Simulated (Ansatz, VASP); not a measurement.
**Two plane-wave programs on InP**

Contents of INCAR:

```
SYSTEM = InP
PREC = Accurate ; ENCUT = 520
EDIFF = 1E-7 ; ISMEAR = 0
SIGMA = 0.05 ; LREAL = .FALSE.
LASPH = .TRUE. ; NELM = 80
ALGO = Normal ; ISIF = 2
LWAVE = .FALSE. ; LCHARG = .FALSE.
GGA = PE ; IVDW = 13
NBANDS = 16
```

The input KPOINTS:

```
Automatic mesh
0
G
  8 8 8
  0 0 0
```

POSCAR

```
InP
1.0
    0.0000000000      2.9651649155      2.9651649155
    2.9651649155      0.0000000000      2.9651649155
    2.9651649155      2.9651649155      0.0000000000
In P
1 1
Direct
    0.0000000000      0.0000000000      0.0000000000
    0.7500000000      0.7500000000      0.7500000000
```

Input for Ansatz:

```yaml
crystal:
  lattice:
    - [0.0, 2.9651649155, 2.9651649155]
    - [2.9651649155, 0.0, 2.9651649155]
    - [2.9651649155, 2.9651649155, 0.0]
  atoms:
    - { symbol: In, position: [0.0, 0.0, 0.0] }
    - { symbol: P, position: [0.75, 0.75, 0.75] }
basis:
  ecutwfc: 420
  ecutrho_ratio: 4
kpoints:
  mp_grid: { grid: [8, 8, 8] }
hamiltonian:
  xc: pbe
  dispersion: d4
scf:
  occupations: { method: gaussian, width: 0.05 }
output:
  forces: true
  stress: true
  eigenvalues: true
```

Alike in both runs: task single point; functional PBE; dispersion D4; k mesh 8 × 8 × 8; occupations gaussian, width 0.05 eV; no spin polarisation.

```csv
,VASP,Ansatz
version,VASP 6.6.1,Ansatz 0.2.0
potentials or method,"VASP PAW PBE potentials, release 64 (In_d, P), cutoff 520 eV","scalar-relativistic, plane waves, PAW"
valence electrons in the cell,18,18
```

Ansatz gave:

```
gap on the k mesh at the Fermi level (eV) : 0.52
least direct gap on the mesh (eV)         : 0.52
pressure (GPa)                            : -1.2
```

Problem. Estimate VASP's values.

Solution. gap on the k mesh at the Fermi level (eV): 0.52; least direct gap on the mesh (eV): 0.52; pressure (GPa): -1.3.
